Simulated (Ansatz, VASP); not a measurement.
**Cr: VASP beside Ansatz**

POSCAR

```
Cr
1.0
    0.0000000000      2.9599559600      0.0000000000
    2.9599559600      0.0000000000      0.0000000000
    2.9599559600      2.9599559600     -2.9599559600
Cr
2
Direct
    0.0000000000      0.0000000000      0.0000000000
    0.0000000000      0.0000000000      0.5000000000
```

INCAR.step1

```
PREC = Accurate
ENCUT = 520
ISMEAR = 0
SIGMA = 0.05
LREAL = F
LASPH = T
NELM = 150
ISPIN = 2
MAGMOM = 2.76 -2.76
LMAXMIX = 4
NBANDS = 23
GGA = PE
ALGO = Normal
EDIFF = 1E-4
LWAVE = T
LCHARG = F
```

File INCAR.step2:

```
PREC = Accurate
ENCUT = 520
EDIFF = 1E-6
ISMEAR = 0
SIGMA = 0.05
LREAL = F
LASPH = T
NELM = 150
ALGO = Normal
ISIF = 2
LWAVE = F
LCHARG = T
ISPIN = 2
MAGMOM = 2.76 -2.76
LORBIT = 11
LMAXMIX = 4
METAGGA = R2SCAN
LMIXTAU = T
LELF = T
LVHAR = T
NBANDS = 23
ISTART = 1
```

KPOINTS

```
Automatic mesh
0
Gamma
  20 20 10
```

Input for Ansatz:

```yaml
crystal:
  lattice:
    - [0.0, 2.9599559568, 0.0]
    - [2.9599559568, 0.0, 0.0]
    - [2.9599559568, 2.9599559568, -2.9599559568]
  atoms:
    - { symbol: Cr, position: [0.0, 0.0, 0.0], spin: 2.76 }
    - { symbol: Cr, position: [0.0, 0.0, 0.5], spin: -2.76 }
basis:
  ecutwfc: 500
  ecutrho_ratio: 4
kpoints:
  mp_grid: { grid: [20, 20, 10] }
hamiltonian:
  xc: r2scan
scf:
  occupations: { method: gaussian, width: 0.05 }
output:
  forces: true
  stress: true
  eigenvalues: true
  populations: true
magnetization:
  spin_polarized: true
```

Alike in both runs: task single point; functional r2SCAN; k mesh 20 × 20 × 10; occupations gaussian, width 0.05 eV; collinear spin.

|  | VASP | Ansatz |
| --- | --- | --- |
| version | VASP 6.6.1 | Ansatz 0.2.0 |
| potentials or method | VASP PAW PBE potentials, release 64 (Cr_pv), cutoff 520 eV | scalar-relativistic, plane waves, PAW |
| valence electrons in the cell | 24 | 28 |

VASP gave:

- gap on the k mesh at the Fermi level (eV): none
- pressure (GPa): 0.5
- net moment per atom (μB): 0.00
- size of the moment on the site where the two differ most (μB): 2.68

**Question.** Which values does Ansatz return?

**Answer.** gap on the k mesh at the Fermi level (eV): none; pressure (GPa): 0.0; net moment per atom (μB): 0.00; size of the moment on the site where the two differ most (μB): 2.50.

VASP's potentials were made for PBE, not for r2SCAN. Site moments also hang on the region over which each program counts them. A gap of «none» marks a metal or a gap that the smearing closes. With one functional, cell and mesh, what is left measures potentials, basis and numerics. VASP's potentials hold 24 valence electrons a cell and Ansatz's 28, so a difference there can come from the potentials and not from the codes. Ansatz's warnings: stability check not made.
